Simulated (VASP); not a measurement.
Set up this calculation in VASP 6.6.1, as the native input.

| Item | Value |
| --- | --- |
| Task | single point |
| Functional | PBE |
| Potentials or basis | VASP PAW PBE potentials, release 64 (Zr_sv, Si) |
| Cutoff | 520 eV |
| k mesh | 8 × 8 × 8 |
| Occupations | gaussian, width 0.1 eV |
| Spin | no spin polarisation |
| Dipole correction | no |
| Further INCAR settings | ALGO = Normal; EDIFF = 1e-06; NBANDS = 26 |

The structure of Zr2Si3 lies in POSCAR:

```
Zr2Si3
1.0
    5.1788183247      0.0000000000      0.0000000000
    0.0000000000      5.1788183247      0.0000000000
    0.0000000000      0.0000000000      5.1256302145
Zr Si
2 3
Direct
    0.5000000000      0.5000000000      0.5000000000
    0.5000000000      0.5000000000      0.0000000000
    0.5000000000      0.0000000000      0.0000000000
    0.0000000000      0.5000000000      0.0000000000
    0.0000000000      0.0000000000      0.0000000000
```

The cell was generated, and may not be a known phase.

One way to write it, as run:

INCAR

```
ALGO = Normal
EDIFF = 1E-6
ENCUT = 520
GGA = PE
ISIF = 2
ISMEAR = 0
LASPH = T
LCHARG = T
LELF = T
LREAL = F
LVHAR = T
LWAVE = F
NBANDS = 26
NELM = 80
PREC = Accurate
SIGMA = 0.1
```

KPOINTS

```
k-points
0
Gamma
  8 8 8
```

Potentials or basis: VASP PAW PBE potentials, release 64 (Zr_sv, Si).

Run with:

```sh
$ cat potpaw_PBE.64/Zr_sv/POTCAR potpaw_PBE.64/Si/POTCAR > POTCAR
$ mpirun -np 1 vasp_std > vasp.out
```

Results of the run:

```yaml
Pressure: 0.0 GPa
Band_gap_on_the_k_mesh: zero (bands 18 and 19 overlap by 1.05 eV)
```

Wall time 4.6 min on 1 thread of Intel(R) Xeon(R) Platinum 8259CL CPU @ 2.50GHz (Skylake/Cascade Lake), with other jobs on the host, peak memory 0.38 GiB.
